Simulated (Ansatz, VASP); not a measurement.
# CdS: VASP beside Ansatz

```
CELL_PARAMETERS angstrom
0.00000 2.36765 2.36765
2.36765 0.00000 2.36765
2.36765 2.36765 0.00000
ATOMIC_POSITIONS crystal
Cd 0.00000 0.00000 0.00000
S 0.50000 0.50000 0.50000
```

Change from the starting cell: volume scaled by 0.64, PAW files.

Alike in both runs: task single point; functional PBE; k mesh 13 × 13 × 13; occupations fermi-dirac, width 0.1 eV; no spin polarisation.

```csv
,VASP,Ansatz
version,VASP 6.6.1,Ansatz 0.2.0
potentials or method,"VASP PAW PBE potentials, release 64 (Cd, S)","PAW with Ansatz's default frozen-core files, scalar-relativistic"
plane-wave cutoff (eV),520,420
valence electrons in the cell,18,26
```

Ansatz gave:

- pressure (GPa): 91.0

Question: Which values does VASP return?

Answer: Pressure (GPa): 94.2.

Both programs put the cell under a high pressure, so it lies far from rest at this level. VASP's potentials hold 18 valence electrons a cell and Ansatz's 26, so a difference there can come from the potentials and not from the codes.

Noted on VASP's run: the cell as given lies far from equilibrium.
